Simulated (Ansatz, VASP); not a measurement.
## BCl3 in VASP and in Ansatz

INCAR

```
PREC     = Accurate       # precision mode
ENCUT    = 520            # plane-wave cutoff, eV
EDIFF    = 1E-6           # SCF threshold, eV
ISMEAR   = 0              # smearing method
SIGMA    = 0.005          # smearing width, eV
LREAL    = F              # projectors in reciprocal space
LASPH    = T              # aspherical terms in the spheres
NELM     = 100            # most SCF steps
ALGO     = Normal         # electronic algorithm
ISIF     = 2              # what is computed and relaxed
LWAVE    = F              # write WAVECAR
LCHARG   = F              # write CHGCAR
GGA      = PE             # functional
IVDW     = 12             # dispersion correction
IBRION   = 2              # ionic algorithm
NSW      = 100            # ionic steps
EDIFFG   = -0.01          # ionic threshold
ISYM     = 0
```

Contents of KPOINTS:

```
regular mesh
0
Gamma
  1 1 1
```

The input POSCAR:

```
BCl3
1.0
   14.0000000000      0.0000000000      0.0000000000
    0.0000000000     14.5000000000      0.0000000000
    0.0000000000      0.0000000000     15.0000000000
B Cl
1 3
Direct
    0.4703825106      0.4993364090      0.5003087187
    0.5934558578      0.5003551428      0.4991264741
    0.4079685580      0.6037505811      0.5008735259
    0.4065441422      0.3962494189      0.4992874061
```

Input for Ansatz:

```yaml
crystal:
  lattice:
    - [14.0, 0.0, 0.0]
    - [0.0, 14.5, 0.0]
    - [0.0, 0.0, 15.0]
  atoms:
    - { symbol: B, position: [0.4703825106, 0.499336409, 0.5003087187] }
    - { symbol: Cl, position: [0.5934558578, 0.5003551428, 0.4991264741] }
    - { symbol: Cl, position: [0.407968558, 0.6037505811, 0.5008735259] }
    - { symbol: Cl, position: [0.4065441422, 0.3962494189, 0.4992874061] }
  symmetry: { detect: false }
basis:
  ecutwfc: 420
kpoints:
  mp_grid: { grid: [1, 1, 1] }
hamiltonian:
  xc: pbe
  dispersion: d3bj
scf:
  occupations: { method: gaussian, width: 0.005 }
output:
  forces: true
  eigenvalues: true
relax:
  adjacent_minimum: "off"
  f_tol: 0.01
  max_steps: 120
```

Alike in both runs: task relaxation of the atoms; functional PBE; dispersion D3(BJ); k mesh 1 × 1 × 1; occupations gaussian, width 0.005 eV; no spin polarisation.

```csv
,VASP,Ansatz
version,VASP 6.6.1,Ansatz 0.2.0
potentials or method,"VASP PAW PBE potentials, release 64 (B, Cl), cutoff 520 eV","scalar-relativistic, plane waves, PAW"
valence electrons in the cell,24,24
```

Ansatz gave:

```
gap on the k mesh at the Fermi level, each at its own relaxed structure (eV) : 4.94
```

Problem. Which values does VASP return?

Solution. gap on the k mesh at the Fermi level, each at its own relaxed structure (eV): 4.99.
